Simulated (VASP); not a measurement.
# Al16H4C in VASP: single point with PBE+D3(BJ)

Aim: the single point of Al16H4C with PBE+D3(BJ).

Everything below comes from runs of VASP 6.6.1. Logs are shortened: lines on timing, memory, paths and dates and some standing lists are left out, and cuts for length are marked.

## 1. The cell of the first run

The cell holds a slab with vacuum, 21 atoms: a = 5.728 Å, b = 5.728 Å, c = 20.015 Å, α = 90.00°, β = 90.00°, γ = 60.00°.

## 2. Single point, PBE+D3(BJ)

The input, INCAR:

```
SYSTEM = Al16H4C
PREC = Accurate ; ENCUT = 520
EDIFF = 1E-6 ; ISMEAR = 0
SIGMA = 0.15 ; LREAL = Auto
LASPH = .True. ; NELM = 100
ALGO = Normal ; ISIF = 2
LWAVE = .False. ; LCHARG = .False.
GGA = PE ; IVDW = 12
NBANDS = 44
```

The input, KPOINTS:

```
regular mesh
0
Gamma
  4 4 1
  0 0 0
```

The input, POSCAR:

```
Al16H4C
1.0
    5.7275650000      0.0000000000      0.0000000000
    2.8637820000      4.9602170000      0.0000000000
    0.0000000000      0.0000000000     20.0148060000
Al C H
16 1 4
Direct
    0.0000000000      0.0000000000      0.0499630100
    0.4999999900      0.0000000000      0.0499630100
    0.0000000500      0.4999999700      0.0499630100
    0.5000000500      0.4999999700      0.0499630100
    0.1714065999      0.1654608526      0.1646826465
    0.6653715115      0.1648937595      0.1647087040
    0.1675342362      0.6671719933      0.1681641609
    0.6658080263      0.6711153634      0.1646882051
   -0.1657134066      0.3338545942      0.2701258054
    0.3383899610      0.3272289694      0.2801715190
   -0.1720980805      0.8376170182      0.2802548227
    0.3383184121      0.8377510337      0.2797734406
    0.0078570663     -0.0060063534      0.3959993058
    0.5042578792      0.0024937417      0.4212600411
    0.0081483321      0.5060759542      0.3963672457
    0.4956158909      0.5066354452      0.3959245727
    0.5042479982      0.0019964263      0.5219674947
    0.8376165020     -0.6642172359      0.3578196633
    0.7117150937     -0.1061090676      0.5412098856
    0.4052123176      0.2092276161      0.5413051780
    0.3961441585     -0.0971652875      0.5412020459
```

Potentials or basis: VASP PAW PBE potentials, release 64 (Al, C, H).

The run is started by

```bash
cat potpaw_PBE.64/Al/POTCAR potpaw_PBE.64/C/POTCAR potpaw_PBE.64/H/POTCAR > POTCAR
mpirun -np 1 vasp_std > vasp.out
```

OUTCAR:

```text
SYSTEM = Al16H4C
   PREC = Accurate
   ENCUT = 520
   EDIFF = 1E-6
   ISMEAR = 0
   LREAL = Auto
   LASPH = .True.
   NELM = 100
   ISIF = 2
   GGA = PE
   IVDW = 12
 IVDW          = 12

 ion  position               nearest neighbor table
   1  0.000  0.000  0.050-   6 2.83   5 2.84   3 2.86   2 2.86   4 2.86   3 2.86   2 2.86   4 2.86
                             7 2.88
   2  0.500  0.000  0.050-   5 2.82   8 2.82   6 2.82   1 2.86   3 2.86   4 2.86   4 2.86   1 2.86
                             3 2.86
   3  0.000  0.500  0.050-   8 2.83   5 2.83   1 2.86   2 2.86   1 2.86   4 2.86   4 2.86   2 2.86
                             7 2.89
   4  0.500  0.500  0.050-   6 2.84   8 2.84   2 2.86   2 2.86   1 2.86   3 2.86   3 2.86   1 2.86
                             7 2.88
   5  0.171  0.165  0.165-   9 2.69   2 2.82  12 2.82   6 2.83  10 2.83   8 2.83   3 2.83   1 2.84
                             7 2.86   7 2.87   8 2.90   6 2.90
   6  0.665  0.165  0.165-   9 2.69   2 2.82  10 2.82  11 2.83   8 2.83   5 2.83   1 2.83   4 2.84
                             7 2.86   7 2.87   5 2.90   8 2.90
   7  0.168  0.667  0.168-  12 2.80  10 2.81  11 2.81   8 2.86   5 2.86   6 2.86   6 2.87   5 2.87
                             8 2.87   4 2.88   1 2.88   3 2.89
   8  0.666  0.671  0.165-   9 2.69   2 2.82  12 2.82   6 2.83  11 2.83   5 2.83   3 2.83   4 2.84
                             7 2.86   7 2.87   5 2.90   6 2.90
   9  0.834  0.334  0.270-  18 1.76   5 2.69   8 2.69   6 2.69  10 2.87  11 2.87  12 2.87  12 2.87
                            11 2.87  10 2.88  16 3.03  13 3.03  15 3.05
  10  0.338  0.327  0.280-  12 2.80  11 2.80   7 2.81   6 2.82   5 2.83  15 2.85  16 2.86   9 2.87
                             9 2.88  11 2.92  12 2.92  14 3.25
  11  0.828  0.838  0.280-  12 2.80  10 2.80   7 2.81   6 2.83   8 2.83  15 2.85  13 2.86   9 2.87
                             9 2.87  10 2.92  12 2.92  14 3.25
  12  0.338  0.838  0.280-   7 2.80  10 2.80  11 2.80   8 2.82   5 2.82  13 2.85  16 2.85   9 2.87
                             9 2.87  11 2.92  10 2.92  14 3.27
  13  0.008  0.994  0.396-  18 1.86  16 2.79  15 2.79  12 2.85  11 2.86  14 2.90  14 2.91  15 2.93
                            16 2.94   9 3.03
  14  0.504  0.002  0.421-  17 2.02  13 2.90  15 2.91  16 2.91  15 2.91  16 2.91  13 2.91  11 3.25
                            10 3.25  12 3.27
  15  0.008  0.506  0.396-  18 1.86  16 2.79  13 2.79  10 2.85  11 2.85  14 2.91  14 2.91  13 2.93
                            16 2.93   9 3.05
  16  0.496  0.507  0.396-  18 1.86  13 2.79  15 2.79  12 2.85  10 2.86  14 2.91  14 2.91  15 2.93
                            13 2.94   9 3.03
  17  0.504  0.002  0.522-  21 1.10  20 1.10  19 1.10  14 2.02
  18  0.838  0.336  0.358-   9 1.76  15 1.86  13 1.86  16 1.86
  19  0.712  0.894  0.541-  17 1.10
  20  0.405  0.209  0.541-  17 1.10
  21  0.396  0.903  0.541-  17 1.10

  LATTYP: Found a hexagonal cell.
 ALAT       =     5.7275649303
 C/A-ratio  =     3.4944703803

  Lattice vectors:

 A1 = (  -2.8637820000,  -4.9602170000,   0.0000000000)
 A2 = (   5.7275650000,   0.0000000000,   0.0000000000)
 A3 = (   0.0000000000,   0.0000000000,  20.0148060000)

Analysis of symmetry for initial positions (statically):
=====================================================================
 Subroutine PRICEL returns:
 Original cell was already a primitive cell.

 Routine SETGRP: Setting up the symmetry group for a
 hexagonal supercell.

 Subroutine GETGRP returns: Found  1 space group operations
 (whereof  1 operations were pure point group operations)
 out of a pool of 24 trial point group operations.

The static configuration has the point symmetry C_1 .

Analysis of symmetry for dynamics (positions and initial velocities):
=====================================================================
 Subroutine PRICEL returns:
 Original cell was already a primitive cell.

 Routine SETGRP: Setting up the symmetry group for a
 hexagonal supercell.

 Subroutine GETGRP returns: Found  1 space group operations
 (whereof  1 operations were pure point group operations)
 out of a pool of 24 trial point group operations.

The dynamic configuration has the point symmetry C_1 .

 Subroutine INISYM returns: Found  1 space group operations
 (whereof  1 operations are pure point group operations),
 and found     1 'primitive' translations

----------------------------------------------------------------------------------------

                                     Primitive cell

  volume of cell :     568.6199

  direct lattice vectors                    reciprocal lattice vectors
     5.727565000  0.000000000  0.000000000     0.174594265 -0.100802024  0.000000000
[... 65 lines left out ...]
     0.000000000  0.050401021  0.000000000     0.000000000  0.250000000  0.000000000
     0.000000000  0.000000000  0.049963012     0.000000000  0.000000000  1.000000000

  Length of vectors
     0.050401020  0.050401021  0.049963012

  Shift w.r.t. Gamma in fractional coordinates (k-lattice)
     0.000000000  0.000000000  0.000000000

 Subroutine IBZKPT returns following result:
 ===========================================

 Found     10 irreducible k-points:

 Following reciprocal coordinates:
            Coordinates               Weight
  0.000000  0.000000  0.000000      1.000000
  0.250000  0.000000  0.000000      2.000000
  0.250000  0.250000  0.000000      2.000000
  0.000000  0.250000  0.000000      2.000000
  0.500000  0.000000  0.000000      1.000000
  0.500000  0.500000  0.000000      1.000000
  0.000000  0.500000  0.000000      1.000000
  0.500000  0.250000  0.000000      2.000000
  0.250000  0.500000  0.000000      2.000000
 -0.250000  0.250000  0.000000      2.000000
   k-points           NKPTS =     10   k-points in BZ     NKDIM =     10   number of bands    NBANDS=     44
   number of dos      NEDOS =    301   number of ions     NIONS =     21
   total plane-waves  NPLWV = 345600
   dimension x,y,z NGX =    48 NGY =   48 NGZ =  150
   dimension x,y,z NGXF=    96 NGYF=   96 NGZF=  300
   ions per type =              16   1   4
   NGX,Y,Z   is equivalent  to a cutoff of  13.93, 13.93, 12.46 a.u.
   NGXF,Y,Z  is equivalent  to a cutoff of  27.86, 27.86, 24.92 a.u.
 SYSTEM =  Al16H4C
   PREC   = accura    normal or accurate (medium, high low for compatibility)
   ISTART =      0    job   : 0-new  1-cont  2-samecut
   ICHARG =      2    charge: 1-file 2-atom 10-const
   ISPIN  =      1    spin polarized calculation?
   LNONCOLLINEAR =      F non collinear calculations
   LSORBIT =      F    spin-orbit coupling
   LASPH  =      T    aspherical Exc in radial PAW
   ENCUT  =  520.0 eV  38.22 Ry    6.18 a.u.  10.65 10.65 37.21*2*pi/ulx,y,z
   NELM   =    100;   NELMIN=  2; NELMDL= -5     # of ELM steps
   EDIFF  = 0.1E-05   stopping-criterion for ELM
   LREAL  =      T    real-space projection
   EDIFFG = 0.1E-04   stopping-criterion for IOM
   NSW    =      0    number of steps for IOM
   IBRION =     -1    ionic relax: 0-MD 1-quasi-New 2-CG
   NFREE  =      0    steps in history (QN), initial steepest desc. (CG)
   ISIF   =      2    stress and relaxation
   ISYM   =      2    0-nonsym 1-usesym 2-fastsym
   POTIM  = 0.5000    time-step for ionic-motion
   TEBEG  =    0.0;   TEEND  =   0.0 temperature during run
   PSTRESS=    0.0 pullay stress
   NELECT =      56.0000    total number of electrons
   NUPDOWN=      -1.0000    fix difference up-down
   EMIN   =  10.00;   EMAX   =-10.00  energy-range for DOS
   EFERMI =   0.00;   METHOD = LEGACY
   ISMEAR =     0;   SIGMA  =   0.15  broadening in eV -4-tet -1-fermi 0-gaus
   EFERMI_NEDOS =   21; number of points for ismear=-14 and -15
   IALGO  =     38    algorithm
   IMIX   =      4    mixing-type and parameters
     AMIX     =   0.40;   BMIX     =  1.00
     AMIX_MAG =   1.60;   BMIX_MAG =  1.00
  volume/ion in A,a.u.               =      27.08       182.73
  Fermi-wavevector in a.u.,A,eV,Ry     =   0.756015  1.428660  7.776518  0.571558
  Thomas-Fermi vector in A             =   1.854039
   LORBIT       =      0    0 simple, 1 ext, 2 COOP (PROOUT), +10 PAW based schemes
   GGA     = PE    functional components
   LHFCALC =     F    Hartree Fock is set to
   AEXX    =    0.0000 exact exchange contribution
   IVDW    =    12    specifies the selected vdW correction
   LEPSILON=     F    determine dielectric tensor
   LRPA    =     F    only Hartree local field effects (RPA)
 non-spin polarized calculation
 Gauss-broadening in eV      SIGMA  =   0.15
  energy-cutoff  :      520.00
  volume of cell :      568.62
 maximum number of plane-waves:     15399
 NGX is ok and might be reduce to    48
   NGX = 21   NGY = 21   NGZ = 75

 number of electron      56.0000002 magnetization

 Free energy of the ion-electron system (eV)
  ---------------------------------------------------
  ext. energy  EPLUGINS =         0.00000000
  ---------------------------------------------------
  free energy    TOTEN  =       -79.49424365 eV

  energy without entropy =      -79.42148559  energy(sigma->0) =      -79.45786462

 E-fermi :   1.7072     XC(G=0):  -6.0933

 val. band max:        1.5838010443   @ k =  -0.2500   0.2500   0.0000
 cond. band min:       1.7095178835   @ k =   0.0000   0.0000   0.0000
 fundamental gap:      0.1257168392
 Fermi energy:         1.7072414535

 k-point     1 :       0.0000    0.0000    0.0000
  band No.  band energies     occupation
      1     -10.5919      2.00000
      2      -9.2596      2.00000
      3      -8.3234      2.00000
      4      -6.6435      2.00000
      5      -4.8395      2.00000
      6      -4.1111      2.00000
[... 419 lines left out ...]
     39       4.7203      0.00000
     40       4.8879      0.00000
 [bands above 40 left out]

------------------------ aborting loop because EDIFF is reached ----------------------------------------

 Edisp (eV)   -4.38727

 E8    (eV) :    -1.9736

  FORCE on cell =-STRESS in cart. coord.  units (eV):
  Direction    XX          YY          ZZ          XY          YZ          ZX
  --------------------------------------------------------------------------------------
  -------------------------------------------------------------------------------------
  Total      -6.76239    -6.72851    -0.19081    -0.02438    -0.03654    -0.10188
  in kB     -19.05410   -18.95864    -0.53764    -0.06870    -0.10297    -0.28706
  external pressure =      -12.85 kB  Pullay stress =        0.00 kB

 VOLUME and BASIS-vectors are now :
 -----------------------------------------------------------------------------
  energy-cutoff  :      520.00
  volume of cell :      568.62
      direct lattice vectors                 reciprocal lattice vectors
     5.727565000  0.000000000  0.000000000     0.174594265 -0.100802024  0.000000000
     2.863782000  4.960217000  0.000000000     0.000000000  0.201604083  0.000000000
     0.000000000  0.000000000 20.014806000     0.000000000  0.000000000  0.049963012

 POSITION                                       TOTAL-FORCE (eV/Angst)
 -----------------------------------------------------------------------------------
      0.00000      0.00000      1.00000         0.001859      0.022841      0.069668
      2.86378      0.00000      1.00000         0.005783      0.002340     -0.201074
      1.43189      2.48011      1.00000        -0.016571     -0.009771      0.065956
      4.29567      2.48011      1.00000         0.020938     -0.010279      0.070409
      1.45559      0.82072      3.29609         0.001153     -0.001328     -0.000646
      4.28318      0.81791      3.29661         0.000858      0.001167     -0.001005
[... 13 lines left out ...]
      2.92006      1.03781     10.83412        -0.002683      0.037648      0.007922
      4.85446      4.47826     10.83205        -0.043865     -0.028092      0.015465
 -----------------------------------------------------------------------------------
    total drift:                                0.009161      0.000945      0.007387

  FREE ENERGIE OF THE ION-ELECTRON SYSTEM (eV)
  ---------------------------------------------------
  free  energy   TOTEN  =       -83.8815144103 eV

  energy  without entropy=      -83.8087563519  energy(sigma->0) =      -83.84513538
```

It took 18 min on 1 thread of AMD EPYC 7R13, shared host; peak memory 0.71 GiB.

What came out:

```yaml
Free_energy: -83.8815 eV
Largest_force: 0.201 eV/Å
Band_gap_on_the_k_mesh: zero (bands 28 and 29 overlap by 0.70 eV)
Dispersion_energy_per_atom: -0.209 eV
```

Forces on the atoms (eV/Å):
```
Al   0.002  0.023  0.070
Al   0.006  0.002 -0.201
Al  -0.017 -0.010  0.066
Al   0.021 -0.010  0.070
Al   0.001 -0.001 -0.001
Al   0.001  0.001 -0.001
Al  -0.001  0.000  0.005
Al  -0.001  0.002 -0.001
Al  -0.001 -0.001  0.003
Al  -0.001 -0.005 -0.002
Al  -0.004  0.004 -0.003
Al   0.002  0.001  0.003
Al  -0.002 -0.001 -0.001
Al   0.001 -0.001  0.005
Al  -0.002  0.000 -0.004
Al  -0.004 -0.003  0.001
C    0.031  0.007 -0.033
H   -0.002 -0.001 -0.005
H    0.018 -0.016  0.006
H   -0.003  0.038  0.008
H   -0.044 -0.028  0.015
```

Caveat: there is no dipole correction, which matters where the two faces differ.

The gap in the log of VASP goes by the Fermi energy; the results here count the filled bands.